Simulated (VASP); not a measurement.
## BaTiO3: single point with PBEsol

BaTiO3:

```
CELL_PARAMETERS angstrom
2.82737 1.63238 2.31839
-2.82737 1.63238 2.31839
0.00000 -3.26476 2.31839
ATOMIC_POSITIONS crystal
Ba 0.00000 0.00000 0.00000
Ti 0.48450 0.48450 0.48450
O 0.50860 0.50860 0.01750
O 0.01750 0.50860 0.50860
O 0.50860 0.01750 0.50860
```

```yaml
Program: VASP 6.6.1
Task: single point
Functional: PBEsol
Potentials_or_basis: VASP PAW PBE potentials, release 64 (Ba_sv, Ti_sv, O)
Cutoff: 520 eV
k_mesh: 6 × 6 × 6
Occupations: fermi-dirac, width 0.05 eV
Spin: no spin polarisation
Dipole_correction: no
Further_INCAR_settings: ALGO = Normal; EDIFF = 1e-06; NBANDS = 28
```

The pressure is 0.6 GPa. The largest force is 0.142 eV/Å and the band gap on the k mesh is 2.34 eV (least direct gap 2.74 eV).

Forces in eV/Å, atoms in the order of the input:
```
Ba   0.000  0.000 -0.126
Ti   0.000  0.000  0.142
O    0.000  0.096 -0.005
O   -0.083 -0.048 -0.005
O    0.083 -0.048 -0.005
```

Stress tensor (GPa, compression positive):
```
0.66 0.00 0.00
0.00 0.66 0.00
0.00 0.00 0.48
```

Levels at points of the mesh, in eV from the valence-band top:
```csv
k point,band 18,band 19,band 20,band 21,band 22,band 23
"(0.00, 0.00, 0.00)",-0.54,-0.40,-0.40,2.34,2.34,2.48
"(0.50, 0.00, 0.00)",-1.66,-0.97,-0.84,2.52,3.79,3.88
"(0.50, 0.50, 0.00)",-0.90,-0.85,-0.10,3.86,3.86,4.19
"(0.50, 0.50, 0.50)",-0.02,-0.02,0.00,4.34,4.49,4.49
```

It took 41 s on 1 thread of Intel(R) Xeon(R) Platinum 8375C CPU @ 2.90GHz (Ice Lake), with other jobs on the host, peak memory 0.21 GiB.

Caveat: the PAW data sets were made with another functional, which shifts forces and pressure a little; spin-orbit coupling is left out, which moves the levels of the heavy elements. As with any semilocal functional, this PBEsol gap is likely too small.
